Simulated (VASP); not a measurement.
# TiAl (Pm-3m) in VASP: a series of runs

TiAl is run at these levels: PBEsol; tasks: single point.

Program: VASP 6.6.1. These are calculated values, not measurements. Logs are shortened: lines on timing, memory, paths and dates and some standing lists are left out, and cuts for length are marked.

**1. The cell of the first run**

It takes space group Pm-3m (No. 221, cubic). The conventional cell has a = 3.092 Å, b = 3.092 Å, c = 3.092 Å, α = 90.00°, β = 90.00°, γ = 90.00°. Ti (site symmetry m-3m) has 8 Al at 2.68 Å and 6 Ti at 3.09 Å within 3.5 Å. Within 3.5 Å of Al (site symmetry m-3m) lie 8 Ti at 2.68 Å and 6 Al at 3.09 Å.

**2. Single point, PBEsol (volume scaled by 0.94)**

INCAR reads:

```
SYSTEM = TiAl
  ALGO = Fast
  EDIFF = 1E-6
  ENCUT = 520
  GGA = PS
  ISIF = 2
  ISMEAR = 0
  LASPH = .True.
  LCHARG = .False.
  LREAL = .False.
  LWAVE = .False.
  NBANDS = 14
  NELM = 80
  PREC = Accurate
  SIGMA = 0.1
```

KPOINTS reads:

```
k-points
0
Gamma
  14 14 14
  0 0 0
```

POSCAR reads:

```
TiAl
1.0
    3.0918631568      0.0000000000      0.0000000000
    0.0000000000      3.0918631568      0.0000000000
    0.0000000000      0.0000000000      3.0918631568
Ti Al
1 1
Direct
    0.5000000000      0.5000000000      0.5000000000
    0.0000000000      0.0000000000      0.0000000000
```

Potentials or basis: VASP PAW PBE potentials, release 64 (Ti_sv, Al).

Command:

```console
cat potpaw_PBE.64/Ti_sv/POTCAR potpaw_PBE.64/Al/POTCAR > POTCAR
mpirun -np 1 vasp_std > vasp.out
```

OUTCAR:

```text
SYSTEM = TiAl
   EDIFF = 1E-6
   ENCUT = 520
   GGA = PS
   ISIF = 2
   ISMEAR = 0
   LASPH = .True.
   LREAL = .False.
   NELM = 80
   PREC = Accurate

 ion  position               nearest neighbor table
   1  0.500  0.500  0.500-   2 2.68   2 2.68   2 2.68   2 2.68   2 2.68   2 2.68   2 2.68   2 2.68

   2  0.000  0.000  0.000-   1 2.68   1 2.68   1 2.68   1 2.68   1 2.68   1 2.68   1 2.68   1 2.68

  LATTYP: Found a simple cubic cell.
 ALAT       =     3.0918631568

  Lattice vectors:

 A1 = (   3.0918631568,   0.0000000000,   0.0000000000)
 A2 = (   0.0000000000,   3.0918631568,   0.0000000000)
 A3 = (   0.0000000000,   0.0000000000,   3.0918631568)

Analysis of symmetry for initial positions (statically):
=====================================================================
 Subroutine PRICEL returns:
 Original cell was already a primitive cell.

 Routine SETGRP: Setting up the symmetry group for a
 simple cubic supercell.

 Subroutine GETGRP returns: Found 48 space group operations
 (whereof 48 operations were pure point group operations)
 out of a pool of 48 trial point group operations.

The static configuration has the point symmetry O_h .

Analysis of symmetry for dynamics (positions and initial velocities):
=====================================================================
 Subroutine PRICEL returns:
 Original cell was already a primitive cell.

 Routine SETGRP: Setting up the symmetry group for a
 simple cubic supercell.

 Subroutine GETGRP returns: Found 48 space group operations
 (whereof 48 operations were pure point group operations)
 out of a pool of 48 trial point group operations.

The dynamic configuration has the point symmetry O_h .

 Subroutine INISYM returns: Found 48 space group operations
 (whereof 48 operations are pure point group operations),
 and found     1 'primitive' translations

----------------------------------------------------------------------------------------

                                     Primitive cell

  volume of cell :      29.5570

  direct lattice vectors                    reciprocal lattice vectors
     3.091863157  0.000000000  0.000000000     0.323429579  0.000000000  0.000000000
     0.000000000  3.091863157  0.000000000     0.000000000  0.323429579  0.000000000
     0.000000000  0.000000000  3.091863157     0.000000000  0.000000000  0.323429579

  length of vectors
     3.091863157  3.091863157  3.091863157     0.323429579  0.323429579  0.323429579

[... 90 lines left out ...]
   PSTRESS=    0.0 pullay stress
   NELECT =      15.0000    total number of electrons
   NUPDOWN=      -1.0000    fix difference up-down
   EMIN   =  10.00;   EMAX   =-10.00  energy-range for DOS
   EFERMI =   0.00;   METHOD = LEGACY
   ISMEAR =     0;   SIGMA  =   0.10  broadening in eV -4-tet -1-fermi 0-gaus
   EFERMI_NEDOS =   21; number of points for ismear=-14 and -15
   IALGO  =     68    algorithm
   IMIX   =      4    mixing-type and parameters
     AMIX     =   0.40;   BMIX     =  1.00
     AMIX_MAG =   1.60;   BMIX_MAG =  1.00
  volume/ion in A,a.u.               =      14.78        99.73
  Fermi-wavevector in a.u.,A,eV,Ry     =   1.305825  2.467651 23.200369  1.705179
  Thomas-Fermi vector in A             =   2.436668
   LORBIT       =      0    0 simple, 1 ext, 2 COOP (PROOUT), +10 PAW based schemes
   GGA     = PS    functional components
   LHFCALC =     F    Hartree Fock is set to
   AEXX    =    0.0000 exact exchange contribution
   IVDW    =     0    specifies the selected vdW correction
   LEPSILON=     F    determine dielectric tensor
   LRPA    =     F    only Hartree local field effects (RPA)
 non-spin polarized calculation
 RMM-DIIS sequential band-by-band and
 Gauss-broadening in eV      SIGMA  =   0.10
  energy-cutoff  :      520.00
  volume of cell :       29.56
 maximum number of plane-waves:       840
 NGX is ok and might be reduce to    24
   NGX = 11   NGY = 11   NGZ = 11

 number of electron      15.0000006 magnetization

 Free energy of the ion-electron system (eV)
  ---------------------------------------------------
  ext. energy  EPLUGINS =         0.00000000
  ---------------------------------------------------
  free energy    TOTEN  =       -12.92756850 eV

  energy without entropy =      -12.91622498  energy(sigma->0) =      -12.92189674

 E-fermi :   9.5881     XC(G=0): -11.5571

 val. band max:        9.5841366996   @ k =   0.2857   0.2857   0.0000
 cond. band min:       9.5894531869   @ k =   0.3571   0.2143   0.1429
 fundamental gap:      0.0053164873
 Fermi energy:         9.5880626766

 k-point     1 :       0.0000    0.0000    0.0000
  band No.  band energies     occupation
      1     -46.9070      2.00000
      2     -23.2012      2.00000
      3     -23.2012      2.00000
      4     -23.2012      2.00000
      5      -0.0425      2.00000
      6       7.9409      2.00000
      7       7.9409      2.00000
      8      11.5690      0.00000
      9      11.5690      0.00000
     10      11.5690      0.00000
     11      14.4243      0.00000
     12      14.4243      0.00000
     13      14.4243      0.00000
     14      18.9182      0.00000
[... 377 lines left out ...]
      1     -46.8806      2.00000
      2     -23.3812      2.00000
      3     -23.2723      2.00000
      4     -23.1759      2.00000
      5       2.6162      2.00000
      6       6.2850      2.00000
      7       8.3230      2.00000
      8       9.5171      1.68461
      9      10.1652      0.00000
     10      11.0665      0.00000
     11      12.8626      0.00000
     12      15.1811      0.00000
     13      17.4951      0.00000
     14      18.4966      0.00000

 [... further k-points ...]

------------------------ aborting loop because EDIFF is reached ----------------------------------------

  FORCE on cell =-STRESS in cart. coord.  units (eV):
  Direction    XX          YY          ZZ          XY          YZ          ZX
  --------------------------------------------------------------------------------------
  -------------------------------------------------------------------------------------
  Total        1.5283832      1.5283832      1.5283832     -0.0000000     -0.0000000      0.0000000
  in kB       82.8480019     82.8480019     82.8480019     -0.0000000     -0.0000000      0.0000000
  external PRESSURE =      82.8480019 kB  Pullay stress =       0.0000000 kB

 VOLUME and BASIS-vectors are now :
 -----------------------------------------------------------------------------
  energy-cutoff  :      520.00
  volume of cell :       29.56
      direct lattice vectors                 reciprocal lattice vectors
     3.091863157  0.000000000  0.000000000     0.323429579  0.000000000  0.000000000
     0.000000000  3.091863157  0.000000000     0.000000000  0.323429579  0.000000000
     0.000000000  0.000000000  3.091863157     0.000000000  0.000000000  0.323429579

 POSITION                                       TOTAL-FORCE (eV/Angst)
 -----------------------------------------------------------------------------------
      1.54593      1.54593      1.54593         0.000000      0.000000      0.000000
      0.00000      0.00000      0.00000         0.000000      0.000000      0.000000
 -----------------------------------------------------------------------------------
    total drift:                                0.000000     -0.000000     -0.000000

  FREE ENERGIE OF THE ION-ELECTRON SYSTEM (eV)
  ---------------------------------------------------
  free  energy   TOTEN  =       -12.9275685003 eV

  energy  without entropy=      -12.9162249774  energy(sigma->0) =      -12.92189674
```

stdout:

```text
POSCAR found type information on POSCAR TiAl
 POSCAR found :  2 types and       2 ions
 scaLAPACK will be used
 -----------------------------------------------------------------------------
|                                                                             |
|                                                                             |
|     You enforced a specific xc type in the INCAR file but a different       |
|     I HOPE YOU KNOW WHAT YOU ARE DOING!                                     |
|                                                                             |
 -----------------------------------------------------------------------------

 LDA part: xc-table for (Slater+PW92), standard interpolation
 POSCAR, INCAR and KPOINTS ok, starting setup
 FFT: planning ... GRIDC
 FFT: planning ... GRID_SOFT
 FFT: planning ... GRID
 WAVECAR not read
 entering main loop
WARNING in EDDRMM: call to ZHEGV failed, returncode =   8  4     14
WARNING in EDDRMM: call to ZHEGV failed, returncode =   6  3      8
```

Wall time 62 s (1 thread of Intel Xeon Platinum 8175M at 2.50GHz (Skylake/Cascade Lake), shared host); peak memory 0.17 GiB.

Results:

| Property | Result |
| --- | --- |
| Free energy | -12.9276 eV |
| Pressure | 8.3 GPa |

Caveat: the cell differs from its parent crystal (volume scaled by 0.94); the PAW data sets were made with another functional, which shifts forces and pressure a little.

**3. Single point, PBEsol (volume scaled by 0.97)**

INCAR reads:

```
  PREC = Accurate
  ENCUT = 520
  EDIFF = 1E-7
  ISMEAR = 0
  SIGMA = 0.1
  LREAL = F
  LASPH = T
  NELM = 60
  ALGO = Normal
  ISIF = 2
  LWAVE = F
  LCHARG = F
  GGA = PS
  NBANDS = 14
```

KPOINTS reads:

```
Automatic mesh
0
Gamma
  14 14 14
```

POSCAR reads:

```
TiAl
1.0
    3.1244114766      0.0000000000      0.0000000000
    0.0000000000      3.1244114766      0.0000000000
    0.0000000000      0.0000000000      3.1244114766
Ti Al
1 1
Direct
    0.5000000000      0.5000000000      0.5000000000
    0.0000000000      0.0000000000      0.0000000000
```

Potentials or basis: VASP PAW PBE potentials, release 64 (Ti_sv, Al).

Command:

```console
cat potpaw_PBE.64/Ti_sv/POTCAR potpaw_PBE.64/Al/POTCAR > POTCAR
mpirun -np 1 vasp_std > vasp.out
```

Wall time 45 s (1 thread of Intel Xeon Platinum 8175M at 2.50GHz (Skylake/Cascade Lake), shared host); peak memory 0.17 GiB.

The run converged. Its results:

```
Free energy : -12.9633 eV
Pressure    : 3.9 GPa
```

Levels at points of the mesh, in eV from the Fermi level:
| k point | band 4 | band 5 | band 6 | band 7 | band 8 | band 9 | band 10 | band 11 |
| --- | --- | --- | --- | --- | --- | --- | --- | --- |
| (0.00, 0.00, 0.00) | -32.86 | -9.49 | -1.57 | -1.57 | 1.91 | 1.91 | 1.91 | 4.67 |
| (0.50, 0.00, 0.00) | -32.84 | -6.08 | -5.34 | -0.61 | 0.14 | 0.14 | 2.13 | 3.23 |
| (0.50, 0.50, 0.00) | -32.82 | -5.15 | -2.10 | -2.10 | -1.55 | 0.71 | 0.71 | 2.95 |
| (0.50, 0.50, 0.50) | -33.01 | -3.26 | -3.26 | -3.26 | 0.96 | 3.02 | 3.02 | 3.06 |

Caveat: the cell differs from its parent crystal (volume scaled by 0.97); the PAW data sets were made with another functional, which shifts forces and pressure a little.

**4. Single point, PBEsol**

This run uses another cell than the first one, of 15.72 Å³/atom, 1.064 times its volume.

INCAR reads:

```
PREC     = Accurate       # precision mode
ENCUT    = 520            # plane-wave cutoff, eV
EDIFF    = 1E-6           # SCF threshold, eV
ISMEAR   = 0              # smearing method
SIGMA    = 0.1            # smearing width, eV
LREAL    = False          # projectors in reciprocal space
LASPH    = True           # aspherical terms in the spheres
NELM     = 80             # most SCF steps
ALGO     = Normal         # electronic algorithm
ISIF     = 2              # what is computed and relaxed
LWAVE    = False          # write WAVECAR
LCHARG   = True           # write CHGCAR
GGA      = PS             # functional
LELF     = True           # ELF
LVHAR    = True         
NBANDS   = 14             # bands
```

KPOINTS reads:

```
regular mesh
0
Gamma
  14 14 14
```

POSCAR reads:

```
TiAl
1.0
    3.1562954285      0.0000000000      0.0000000000
    0.0000000000      3.1562954285      0.0000000000
    0.0000000000      0.0000000000      3.1562954285
Ti Al
1 1
Direct
    0.5000000000      0.5000000000      0.5000000000
    0.0000000000      0.0000000000      0.0000000000
```

Potentials or basis: VASP PAW PBE potentials, release 64 (Ti_sv, Al).

Command:

```console
cat potpaw_PBE.64/Ti_sv/POTCAR potpaw_PBE.64/Al/POTCAR > POTCAR
mpirun -np 1 vasp_std > vasp.out
```

OUTCAR:

```text
PREC = Accurate
   ENCUT = 520
   EDIFF = 1E-6
   ISMEAR = 0
   LREAL = False
   LASPH = True
   NELM = 80
   ISIF = 2
   GGA = PS

 ion  position               nearest neighbor table
   1  0.500  0.500  0.500-   2 2.73   2 2.73   2 2.73   2 2.73   2 2.73   2 2.73   2 2.73   2 2.73

   2  0.000  0.000  0.000-   1 2.73   1 2.73   1 2.73   1 2.73   1 2.73   1 2.73   1 2.73   1 2.73

  LATTYP: Found a simple cubic cell.
 ALAT       =     3.1562954285

  Lattice vectors:

[... 596 lines left out ...]
------------------------ aborting loop because EDIFF is reached ----------------------------------------

  FORCE on cell =-STRESS in cart. coord.  units (eV):
  Direction    XX          YY          ZZ          XY          YZ          ZX
  --------------------------------------------------------------------------------------
  -------------------------------------------------------------------------------------
  Total       -0.0072710     -0.0072710     -0.0072710     -0.0000000     -0.0000000      0.0000000
  in kB       -0.3704876     -0.3704876     -0.3704876     -0.0000000     -0.0000000      0.0000000
  external PRESSURE =      -0.3704876 kB  Pullay stress =       0.0000000 kB

 VOLUME and BASIS-vectors are now :
 -----------------------------------------------------------------------------
  energy-cutoff  :      520.00
  volume of cell :       31.44
      direct lattice vectors                 reciprocal lattice vectors
     3.156295428  0.000000000  0.000000000     0.316827123  0.000000000  0.000000000
     0.000000000  3.156295428  0.000000000     0.000000000  0.316827123  0.000000000
     0.000000000  0.000000000  3.156295428     0.000000000  0.000000000  0.316827123

 POSITION                                       TOTAL-FORCE (eV/Angst)
 -----------------------------------------------------------------------------------
      1.57815      1.57815      1.57815         0.000000      0.000000      0.000000
      0.00000      0.00000      0.00000         0.000000      0.000000      0.000000
 -----------------------------------------------------------------------------------
    total drift:                                0.000000     -0.000000     -0.000000

  FREE ENERGIE OF THE ION-ELECTRON SYSTEM (eV)
  ---------------------------------------------------
  free  energy   TOTEN  =       -12.9746378591 eV

  energy  without entropy=      -12.9625820875  energy(sigma->0) =      -12.96860997
```

OSZICAR:

```text
N       E                     dE             d eps       ncg     rms          rms(c)
DAV:   1     0.110986319559E+03    0.11099E+03   -0.71593E+03  3382   0.108E+03
DAV:   2    -0.466068939234E+01   -0.11565E+03   -0.11123E+03  3504   0.311E+02
DAV:   3    -0.140458619855E+02   -0.93852E+01   -0.91159E+01  5900   0.768E+01
DAV:   4    -0.146870679913E+02   -0.64121E+00   -0.64000E+00  3952   0.156E+01
DAV:   5    -0.147021786815E+02   -0.15111E-01   -0.15108E-01  4638   0.251E+00    0.104E+01
DAV:   6    -0.130476451624E+02    0.16545E+01   -0.51723E+00  3834   0.313E+01    0.282E+00
DAV:   7    -0.129869820451E+02    0.60663E-01   -0.39754E-01  3706   0.831E+00    0.180E+00
DAV:   8    -0.129768173759E+02    0.10165E-01   -0.53629E-02  4486   0.230E+00    0.540E-01
DAV:   9    -0.129744983881E+02    0.23190E-02   -0.93837E-03  3918   0.134E+00    0.179E-01
DAV:  10    -0.129746414567E+02   -0.14307E-03   -0.30033E-04  3784   0.184E-01    0.796E-02
DAV:  11    -0.129746376398E+02    0.38169E-05   -0.19597E-04  4640   0.146E-01    0.112E-02
DAV:  12    -0.129746378591E+02   -0.21926E-06   -0.76604E-06  3766   0.256E-02
   1 F= -.12974638E+02 E0= -.12968610E+02  d E =-.120558E-01
```

It took 34 s on 1 thread of Intel Xeon Platinum 8175M at 2.50GHz (Skylake/Cascade Lake), shared host; peak memory 0.17 GiB.

What came out:

```yaml
Free_energy: -12.9746 eV
Pressure: 0.0 GPa
```

Caveat: the PAW data sets were made with another functional, which shifts forces and pressure a little.

(Part 1 of 2 ends here.)
